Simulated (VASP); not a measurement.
Set up this calculation in VASP 6.6.1, as the native input.

```
Task                   : single point
Functional             : LDA
Potentials or basis    : VASP PAW LDA potentials, release 64 (Na_pv)
Cutoff                 : 520 eV
k mesh                 : 15 × 15 × 8
Occupations            : gaussian, width 0.15 eV
Spin                   : no spin polarisation
Dipole correction      : no
Further INCAR settings : ALGO = Fast; EDIFF = 1e-06; NBANDS = 14
```

The structure of Na lies in POSCAR:

```
Na
1.0
    3.6691389303      0.0000000000      0.0000000000
   -1.8345694652      3.1775675237      0.0000000000
    0.0000000000      0.0000000000      5.8981745703
Na
2
Direct
    0.2044455700      0.6666666667      0.2500000000
    0.7955544300      0.3333333333      0.7500000000
```

This cell differs from its parent crystal: atoms displaced along a vibrational mode, the cell strained.

These files were run (other wordings do the same):

INCAR

```
  PREC = Accurate
  ENCUT = 520
  EDIFF = 1E-6
  ISMEAR = 0
  SIGMA = 0.15
  LREAL = False
  LASPH = True
  NELM = 80
  ALGO = Fast
  ISIF = 2
  LWAVE = False
  LCHARG = False
  GGA = CA
  NBANDS = 14
```

KPOINTS

```
Automatic mesh
0
Gamma
  15 15 8
```

Potentials or basis: VASP PAW LDA potentials, release 64 (Na_pv).

The run is started by

```console
$ cat potpaw_LDA.64/Na_pv/POTCAR > POTCAR
$ mpirun -np 1 vasp_std > vasp.out
```

Results of the run:

| Item | Value |
| --- | --- |
| Pressure | -0.2 GPa |
| Largest force | 0.128 eV/Å |
| Band gap on the k mesh | zero (bands 7 and 8 overlap by 4.50 eV) |

Caveat: the cell differs from its parent crystal (atoms displaced along a vibrational mode, the cell strained).

Run time: 6 min on 1 thread of Intel Xeon 8259CL, on a shared host, peak memory 0.46 GiB.
